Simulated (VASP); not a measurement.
# NbSi (Pm-3m) in VASP: notebook

The runs below take NbSi through single point, with PBE-based global hybrid with 50 % exact exchange, PBEsol-based screened hybrid with 25 % exact exchange.

Everything below comes from runs of VASP 6.6.1. Logs are shortened: lines on timing, memory, paths and dates and some standing lists are left out, and cuts for length are marked.

**1. The cell of the first run**

Symmetry: Pm-3m, No. 221, cubic system. Conventional cell: a = 3.156 Å, b = 3.156 Å, c = 3.156 Å, α = 90.00°, β = 90.00°, γ = 90.00°. Nb (site symmetry m-3m) has 8 Si at 2.73 Å and 6 Nb at 3.16 Å within 3.6 Å. Within 3.6 Å of Si (site symmetry m-3m) lie 8 Nb at 2.73 Å and 6 Si at 3.16 Å.

**2. Single point, PBE-based global hybrid with 50 % exact exchange**

POSCAR

```
NbSi
1.0
    3.1564400000      0.0000000000      0.0000000000
    0.0000000000      3.1564400000      0.0000000000
    0.0000000000      0.0000000000      3.1564400000
Nb Si
1 1
Direct
    0.0000000000      0.0000000000      0.0000000000
    0.5000000000      0.5000000000      0.5000000000
```

INCAR.step1

```
SYSTEM = NbSi
ALGO = Normal ; EDIFF = 1E-5
ENCUT = 400 ; GGA = PE
GGA_COMPAT = .False. ; ISIF = 2
ISMEAR = -1 ; LASPH = .True.
LCHARG = .False. ; LREAL = .False.
LWAVE = .True. ; NBANDS = 16
NELM = 120 ; PREC = Accurate
SIGMA = 0.05
```

INCAR.step2

```
SYSTEM = NbSi
AEXX = 0.5 ; ALGO = Normal
EDIFF = 1E-6 ; ENCUT = 400
GGA = PE ; GGA_COMPAT = .False.
ISIF = 2 ; ISMEAR = -1
ISTART = 1 ; LASPH = .True.
LCHARG = .False. ; LHFCALC = .True.
LREAL = .False. ; LWAVE = .False.
NBANDS = 16 ; NELM = 120
PREC = Accurate ; PRECFOCK = Normal
SIGMA = 0.05
```

KPOINTS

```
k-points
0
Gamma
  5 5 5
  0 0 0
```

Potentials or basis: VASP PAW PBE potentials, release 64 (Nb_sv, Si).

On the command line:

```
$ cat potpaw_PBE.64/Nb_sv/POTCAR potpaw_PBE.64/Si/POTCAR > POTCAR
$ cp INCAR.step1 INCAR
$ mpirun -np 1 vasp_std > vasp.out
$ cp INCAR.step2 INCAR
$ mpirun -np 1 vasp_std > vasp.out
```

OUTCAR:

```text
SYSTEM = NbSi
   AEXX = 0.5
   EDIFF = 1E-6
   ENCUT = 400
   GGA = PE
   ISIF = 2
   ISMEAR = -1
   ISTART = 1
   LASPH = .True.
   LHFCALC = .True.
   LREAL = .False.
   NELM = 120
   PREC = Accurate
   PRECFOCK = Normal

 ion  position               nearest neighbor table
   1  0.000  0.000  0.000-   2 2.73   2 2.73   2 2.73   2 2.73   2 2.73   2 2.73   2 2.73   2 2.73

   2  0.500  0.500  0.500-   1 2.73   1 2.73   1 2.73   1 2.73   1 2.73   1 2.73   1 2.73   1 2.73

  LATTYP: Found a simple cubic cell.
 ALAT       =     3.1564400000

  Lattice vectors:

 A1 = (   3.1564400000,   0.0000000000,   0.0000000000)
 A2 = (   0.0000000000,   3.1564400000,   0.0000000000)
 A3 = (   0.0000000000,   0.0000000000,   3.1564400000)

Analysis of symmetry for initial positions (statically):
=====================================================================
 Subroutine PRICEL returns:
 Original cell was already a primitive cell.

 Routine SETGRP: Setting up the symmetry group for a
 simple cubic supercell.

 Subroutine GETGRP returns: Found 48 space group operations
 (whereof 48 operations were pure point group operations)
 out of a pool of 48 trial point group operations.

The static configuration has the point symmetry O_h .

Analysis of symmetry for dynamics (positions and initial velocities):
=====================================================================
 Subroutine PRICEL returns:
 Original cell was already a primitive cell.

 Routine SETGRP: Setting up the symmetry group for a
 simple cubic supercell.

 Subroutine GETGRP returns: Found 48 space group operations
 (whereof 48 operations were pure point group operations)
 out of a pool of 48 trial point group operations.

The dynamic configuration has the point symmetry O_h .

 Subroutine INISYM returns: Found 48 space group operations
 (whereof 48 operations are pure point group operations),
 and found     1 'primitive' translations

----------------------------------------------------------------------------------------

                                     Primitive cell

  volume of cell :      31.4480

  direct lattice vectors                    reciprocal lattice vectors
     3.156440000  0.000000000  0.000000000     0.316812612  0.000000000  0.000000000
     0.000000000  3.156440000  0.000000000     0.000000000  0.316812612  0.000000000
     0.000000000  0.000000000  3.156440000     0.000000000  0.000000000  0.316812612

  length of vectors
     3.156440000  3.156440000  3.156440000     0.316812612  0.316812612  0.316812612

  position of ions in fractional coordinates (direct lattice)
     0.000000000  0.000000000  0.000000000
     0.500000000  0.500000000  0.500000000

  ion indices of the primitive-cell ions
   primitive index   ion index
                 1           1
                 2           2

----------------------------------------------------------------------------------------

 KPOINTS: k-points

Automatic generation of k-mesh.
 Grid dimensions read from file:
 generate k-points for:    5    5    5

 Generating k-lattice:

  Cartesian coordinates                     Fractional coordinates (reciprocal lattice)
     0.063362522  0.000000000  0.000000000     0.200000000  0.000000000  0.000000000
     0.000000000  0.063362522  0.000000000     0.000000000  0.200000000  0.000000000
     0.000000000  0.000000000  0.063362522     0.000000000  0.000000000  0.200000000

  Length of vectors
     0.063362522  0.063362522  0.063362522

  Shift w.r.t. Gamma in fractional coordinates (k-lattice)
     0.000000000  0.000000000  0.000000000

 Subroutine IBZKPT returns following result:
 ===========================================

 Found     10 irreducible k-points:

 Following reciprocal coordinates:
            Coordinates               Weight
  0.000000  0.000000  0.000000      1.000000
  0.200000  0.000000  0.000000      6.000000
  0.400000  0.000000  0.000000      6.000000
  0.200000  0.200000  0.000000     12.000000
  0.400000  0.200000  0.000000     24.000000
  0.400000  0.400000  0.000000     12.000000
  0.200000  0.200000  0.200000      8.000000
  0.400000  0.200000  0.200000     24.000000
  0.400000  0.400000  0.200000     24.000000
  0.400000  0.400000  0.400000      8.000000
   k-points           NKPTS =     10   k-points in BZ     NKDIM =    125   number of bands    NBANDS=     16
   number of dos      NEDOS =    301   number of ions     NIONS =      2
   total plane-waves  NPLWV =  13824
   dimension x,y,z NGX =    24 NGY =   24 NGZ =   24
   dimension x,y,z NGXF=    48 NGYF=   48 NGZF=   48
   ions per type =               1   1
   NGX,Y,Z   is equivalent  to a cutoff of  12.64, 12.64, 12.64 a.u.
   NGXF,Y,Z  is equivalent  to a cutoff of  25.28, 25.28, 25.28 a.u.
 SYSTEM =  NbSi
   PREC   = accura    normal or accurate (medium, high low for compatibility)
   ISTART =      1    job   : 0-new  1-cont  2-samecut
   ICHARG =      0    charge: 1-file 2-atom 10-const
   ISPIN  =      1    spin polarized calculation?
   LNONCOLLINEAR =      F non collinear calculations
   LSORBIT =      F    spin-orbit coupling
   LASPH  =      T    aspherical Exc in radial PAW
   ENCUT  =  400.0 eV  29.40 Ry    5.42 a.u.   5.15  5.15  5.15*2*pi/ulx,y,z
   NELM   =    120;   NELMIN=  2; NELMDL=  0     # of ELM steps
   EDIFF  = 0.1E-05   stopping-criterion for ELM
   LREAL  =      F    real-space projection
   EDIFFG = 0.1E-04   stopping-criterion for IOM
   NSW    =      0    number of steps for IOM
   IBRION =     -1    ionic relax: 0-MD 1-quasi-New 2-CG
   NFREE  =      0    steps in history (QN), initial steepest desc. (CG)
   ISIF   =      2    stress and relaxation
   ISYM   =      3    0-nonsym 1-usesym 2-fastsym
   POTIM  = 0.5000    time-step for ionic-motion
   TEBEG  =    0.0;   TEEND  =   0.0 temperature during run
   PSTRESS=    0.0 pullay stress
   NELECT =      17.0000    total number of electrons
   NUPDOWN=      -1.0000    fix difference up-down
   EMIN   =  10.00;   EMAX   =-10.00  energy-range for DOS
   EFERMI =   0.00;   METHOD = LEGACY
   ISMEAR =    -1;   SIGMA  =   0.05  broadening in eV -4-tet -1-fermi 0-gaus
   EFERMI_NEDOS =   21; number of points for ismear=-14 and -15
   IALGO  =     38    algorithm
   IMIX   =      1    mixing-type and parameters
     AMIX     =   0.40;   BMIX     =  1.00
     AMIX_MAG =   1.60;   BMIX_MAG =  1.00
  volume/ion in A,a.u.               =      15.72       106.11
  Fermi-wavevector in a.u.,A,eV,Ry     =   1.333604  2.520146 24.197961  1.778500
  Thomas-Fermi vector in A             =   2.462450
   LORBIT       =      0    0 simple, 1 ext, 2 COOP (PROOUT), +10 PAW based schemes
   GGA     = PE    functional components
   LHFCALC =     T    Hartree Fock is set to
   PRECFOCK=normal    Normal, Fast or Accurate (Low or Medium for compatibility)
   ENCUT4O =  -1.0   cutoff for four orbital integrals eV
   NKREDX  =     1    reduce k-point grid by
   NKREDY  =     1    reduce k-point grid by
   NKREDZ  =     1    reduce k-point grid by
   AEXX    =    0.5000 exact exchange contribution
   HFSCREEN=    0.0000 screening length (either q_TF or 0.3 A-1)
   HFSCREENC=   0.0000 screening length for correlation (either q_TF or 0.3 A-1)
   ENCUTFOCK=  -1.0 apply spherical cutoff to Coloumb kernel
   IVDW    =     0    specifies the selected vdW correction
   LEPSILON=     F    determine dielectric tensor
   LRPA    =     F    only Hartree local field effects (RPA)
 non-spin polarized calculation
  energy-cutoff  :      400.00
  volume of cell :       31.45
 maximum number of plane-waves:       588
 NGX is ok and might be reduce to    24
  NGX = 16; NGY = 16; NGZ = 16

 number of electron      17.0000003 magnetization

 Free energy of the ion-electron system (eV)
  ---------------------------------------------------
  ext. energy  EPLUGINS =         0.00000000
  ---------------------------------------------------
  free energy    TOTEN  =       -24.36974087 eV

  energy without entropy =      -24.36796088  energy(sigma->0) =      -24.36885087

 E-fermi :  10.9370     XC(G=0):  -6.8897

 val. band max:       10.7653272199   @ k =   0.2000   0.2000   0.2000
 cond. band min:      12.0921265576   @ k =   0.2000   0.2000   0.0000
 fundamental gap:      1.3267993378
 Fermi energy:        10.9370217199

 k-point     1 :       0.0000    0.0000    0.0000
  band No.  band energies     occupation
      1     -52.2313      2.00000
      2     -25.2709      2.00000
      3     -25.2709      2.00000
      4     -25.2709      2.00000
      5      -3.9771      2.00000
      6       6.4558      2.00000
[... 8 lines left out ...]
     15      23.7808      0.00000
     16      23.7808      0.00000

 k-point     2 :       0.2000    0.0000    0.0000
  band No.  band energies     occupation
      1     -52.2146      2.00000
      2     -25.4857      2.00000
      3     -25.2469      2.00000
      4     -25.2469      2.00000
      5      -3.1389      2.00000
      6       5.8079      2.00000
[... 8 lines left out ...]
     15      23.6105      0.00000
     16      26.8546      0.00000

 k-point     3 :       0.4000    0.0000    0.0000
  band No.  band energies     occupation
      1     -52.1876      2.00000
      2     -25.8161      2.00000
      3     -25.2033      2.00000
      4     -25.2033      2.00000
      5      -0.9683      2.00000
      6       2.9036      2.00000
[... 8 lines left out ...]
     15      23.0295      0.00000
     16      24.4655      0.00000

 k-point     4 :       0.2000    0.2000    0.0000
  band No.  band energies     occupation
      1     -52.1981      2.00000
      2     -25.4651      2.00000
      3     -25.4482      2.00000
      4     -25.2245      2.00000
      5      -2.3946      2.00000
      6       6.1583      2.00000
[... 8 lines left out ...]
     15      25.2507      0.00000
     16      26.2854      0.00000

 k-point     5 :       0.4000    0.2000    0.0000
  band No.  band energies     occupation
      1     -52.1712      2.00000
      2     -25.7837      2.00000
      3     -25.4089      2.00000
      4     -25.1846      2.00000
      5      -0.6164      2.00000
      6       3.5527      2.00000
[... 8 lines left out ...]
     15      22.4238      0.00000
     16      25.2093      0.00000

 k-point     6 :       0.4000    0.4000    0.0000
  band No.  band energies     occupation
      1     -52.1445      2.00000
      2     -25.7337      2.00000
      3     -25.7275      2.00000
      4     -25.1526      2.00000
      5      -0.1198      2.00000
      6       4.9516      2.00000
[... 8 lines left out ...]
     15      23.8726      0.00000
     16      26.3694      0.00000

 k-point     7 :       0.2000    0.2000    0.2000
  band No.  band energies     occupation
      1     -52.1817      2.00000
      2     -25.4452      2.00000
      3     -25.4204      2.00000
      4     -25.4204      2.00000
      5      -1.7339      2.00000
      6       6.4781      2.00000
[... 8 lines left out ...]
     15      24.1651      0.00000
     16      24.1651      0.00000

 k-point     8 :       0.4000    0.2000    0.2000
  band No.  band energies     occupation
      1     -52.1549      2.00000
      2     -25.7508      2.00000
      3     -25.3933      2.00000
      4     -25.3752      2.00000
      5      -0.2275      2.00000
      6       4.2073      2.00000
[... 8 lines left out ...]
     15      22.6852      0.00000
     16      25.7031      0.00000

 k-point     9 :       0.4000    0.4000    0.2000
  band No.  band energies     occupation
      1     -52.1285      2.00000
      2     -25.7003      2.00000
      3     -25.6934      2.00000
      4     -25.3446      2.00000
      5       0.4730      2.00000
      6       4.9244      2.00000
[... 8 lines left out ...]
     15      24.0319      0.00000
     16      25.0236      0.00000

 k-point    10 :       0.4000    0.4000    0.4000
  band No.  band energies     occupation
      1     -52.1028      2.00000
      2     -25.6521      2.00000
      3     -25.6397      2.00000
      4     -25.6397      2.00000
      5       1.8804      2.00000
      6       4.2131      2.00000
[... 8 lines left out ...]
     15      22.6677      0.00000
     16      22.6677      0.00000

------------------------ aborting loop because EDIFF is reached ----------------------------------------

  FORCE on cell =-STRESS in cart. coord.  units (eV):
  Direction    XX          YY          ZZ          XY          YZ          ZX
  --------------------------------------------------------------------------------------
  -------------------------------------------------------------------------------------
  Total       -1.9037915     -1.9037915     -1.9037915      0.0000000      0.0000000      0.0000000
  in kB      -96.9923218    -96.9923218    -96.9923218      0.0000000      0.0000000      0.0000000
  external PRESSURE =     -96.9923218 kB  Pullay stress =       0.0000000 kB

 VOLUME and BASIS-vectors are now :
 -----------------------------------------------------------------------------
  energy-cutoff  :      400.00
  volume of cell :       31.45
      direct lattice vectors                 reciprocal lattice vectors
     3.156440000  0.000000000  0.000000000     0.316812612  0.000000000  0.000000000
     0.000000000  3.156440000  0.000000000     0.000000000  0.316812612  0.000000000
     0.000000000  0.000000000  3.156440000     0.000000000  0.000000000  0.316812612

 POSITION                                       TOTAL-FORCE (eV/Angst)
 -----------------------------------------------------------------------------------
      0.00000      0.00000      0.00000         0.000000      0.000000      0.000000
      1.57822      1.57822      1.57822         0.000000      0.000000      0.000000
 -----------------------------------------------------------------------------------
    total drift:                                0.000000      0.000000     -0.000000

  FREE ENERGIE OF THE ION-ELECTRON SYSTEM (eV)
  ---------------------------------------------------
  free  energy   TOTEN  =       -24.3697408672 eV

  energy  without entropy=      -24.3679608803  energy(sigma->0) =      -24.36885087
```

Wall time 5.6 min (1 thread of Intel Xeon Platinum 8259CL at 2.50GHz (Skylake/Cascade Lake), shared host); peak memory 0.14 GiB.

What came out:

```yaml
Free_energy: -24.3697 eV
Pressure: -9.7 GPa
Band_gap_on_the_k_mesh: zero (an odd number of electrons rules out a gap without spin polarisation)
```

Caveat: the k points lie up to 0.40 Å⁻¹ apart, too coarse for converged energies and pressures of a metal; the PAW data sets were made with another functional, which shifts forces and pressure a little.

**3. Single point, PBEsol-based screened hybrid with 25 % exact exchange**

This run uses another cell than the first one, of 15.37 Å³/atom.

POSCAR

```
NbSi
1.0
    3.1323604580      0.0000000000      0.0000000000
    0.0000000000      3.1323604580      0.0000000000
    0.0000000000      0.0000000000      3.1323604580
Nb Si
1 1
Direct
    0.0000000000      0.0000000000      0.0000000000
    0.5000000000      0.5000000000      0.5000000000
```

INCAR.step1

```
PREC = Accurate
ENCUT = 520
EDIFF = 1E-5
ISMEAR = -1
SIGMA = 0.05
LREAL = F
LASPH = T
NELM = 100
ALGO = Normal
ISIF = 2
LWAVE = T
NBANDS = 16
GGA = PE
```

INCAR.step2

```
PREC = Accurate
ENCUT = 520
EDIFF = 1E-6
ISMEAR = -1
SIGMA = 0.05
LREAL = F
LASPH = T
NELM = 100
ALGO = Normal
ISIF = 2
LWAVE = F
LCHARG = T
GGA = PS
LHFCALC = T
AEXX = 0.25
HFSCREEN = 0.207
PRECFOCK = Normal
LELF = T
LVHAR = T
NBANDS = 16
ISTART = 1
```

KPOINTS

```
Automatic mesh
0
Gamma
  4 4 4
```

Potentials or basis: VASP PAW PBE potentials, release 64 (Nb_sv, Si).

On the command line:

```
$ cat potpaw_PBE.64/Nb_sv/POTCAR potpaw_PBE.64/Si/POTCAR > POTCAR
$ cp INCAR.step1 INCAR
$ mpirun -np 1 vasp_std > vasp.out
$ cp INCAR.step2 INCAR
$ mpirun -np 1 vasp_std > vasp.out
```

Run time: 4.8 min. Hardware: 1 thread of Intel Xeon Platinum 8259CL at 2.50GHz (Skylake/Cascade Lake), shared host; peak memory 0.24 GiB.

It converged, with:

* Free energy: -18.9922 eV
* Pressure: -0.4 GPa
* Band gap on the k mesh: zero (an odd number of electrons rules out a gap without spin polarisation)

Levels at points of the mesh, in eV from the Fermi level:
```tsv
k point	band 6	band 7	band 8	band 9	band 10	band 11
(0.00, 0.00, 0.00)	-3.33	-3.33	2.77	2.77	2.77	2.80
(0.50, 0.00, 0.00)	-7.43	-2.05	-1.32	-1.32	3.46	4.95
(0.50, 0.50, 0.00)	-3.51	-3.51	-2.76	0.59	0.59	4.90
(0.50, 0.50, 0.50)	-5.99	-5.99	-4.37	4.24	4.24	4.24
```

Caveat: the k points lie up to 0.50 Å⁻¹ apart, too coarse for converged energies and pressures of a metal; the PAW data sets were made with another functional, which shifts forces and pressure a little.
